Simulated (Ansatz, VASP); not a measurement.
**PbS in VASP and in Ansatz**

```
CELL_PARAMETERS angstrom
3.65366 0.00000 0.00000
0.00000 3.65366 0.00000
0.00000 0.00000 3.65366
ATOMIC_POSITIONS crystal
Pb 0.00000 0.00000 0.00000
S 0.50000 0.50000 0.63685
```

Alike in both runs: task single point; functional PBE; k mesh 4 × 4 × 4; occupations gaussian, width 0.1 eV; no spin polarisation.

|  | VASP | Ansatz |
| --- | --- | --- |
| version | VASP 6.6.1 | Ansatz 0.2.0 |
| potentials or method | VASP PAW PBE potentials, release 64 (Pb_d, S), cutoff 500 eV | scalar-relativistic, plane waves, PAW |
| valence electrons in the cell | 20 | 20 |

Ansatz gave:

```
gap on the k mesh at the Fermi level (eV)                     : none
pressure (GPa)                                                : 3.2
traceless stress, the component that is largest in VASP (GPa) : 0.75
rms of the force components (eV/Å)                            : 0.035
```

Task: Which values does VASP return?

Result: gap on the k mesh at the Fermi level (eV): none; pressure (GPa): 3.1; traceless stress, the component that is largest in VASP (GPa): 0.75; rms of the force components (eV/Å): 0.036.

Atom by atom the forces differ by 0.001 eV/Å (rms over components). A gap of «none» marks a metal or a gap that the smearing closes.

The k mesh is coarse, so the values compare programs but aren't converged. Spin-orbit coupling is off throughout.
